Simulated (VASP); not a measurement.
Write the native input for VASP 6.6.1 that does the following.

```
Task                   : single point
Functional             : PBE
Potentials or basis    : VASP PAW PBE potentials, release 64 (Cd, Se)
Cutoff                 : 500 eV
k mesh                 : 8 × 8 × 1
Occupations            : gaussian, width 0.01 eV
Spin                   : no spin polarisation
Dipole correction      : no
Further INCAR settings : ALGO = Normal; EDIFF = 1e-06; NBANDS = 26
```

The structure of CdSe lies in POSCAR:

```
CdSe
1.0
    4.6022437423      0.0000000000      0.0000000000
   -2.3011218711      3.9856599953      0.0000000000
    0.0000000000      0.0000000000      6.0016225389
Cd Se
2 2
Direct
    0.3333333333      0.6666666667      0.2500000000
    0.6666666667      0.3333333333      0.7500000000
    0.6666666667      0.3333333333      0.2500000000
    0.3333333333      0.6666666667      0.7500000000
```

The input as run:

INCAR

```
ALGO = Normal
EDIFF = 1E-6
ENCUT = 500
GGA = PE
GGA_COMPAT = F
ISIF = 2
ISMEAR = 0
LASPH = T
LCHARG = F
LREAL = F
LWAVE = F
NBANDS = 26
NELM = 120
PREC = Accurate
SIGMA = 0.01
```

KPOINTS

```
k-points
0
Gamma
  8 8 1
```

Potentials or basis: VASP PAW PBE potentials, release 64 (Cd, Se).

Launch:

```sh
$ cat potpaw_PBE.64/Cd/POTCAR potpaw_PBE.64/Se/POTCAR > POTCAR
$ mpirun -np 1 vasp_std > vasp.out
```

It gave:

```json
{
 "Pressure": "-1.2 GPa",
 "Band gap on the k mesh": "0.43 eV, direct"
}
```

Caveat: the k points lie up to 1.05 Å⁻¹ apart.

Wall time 40 s on 1 thread of AMD EPYC 7R13 Processor (Zen 3) (shared host), peak memory 0.2 GiB.
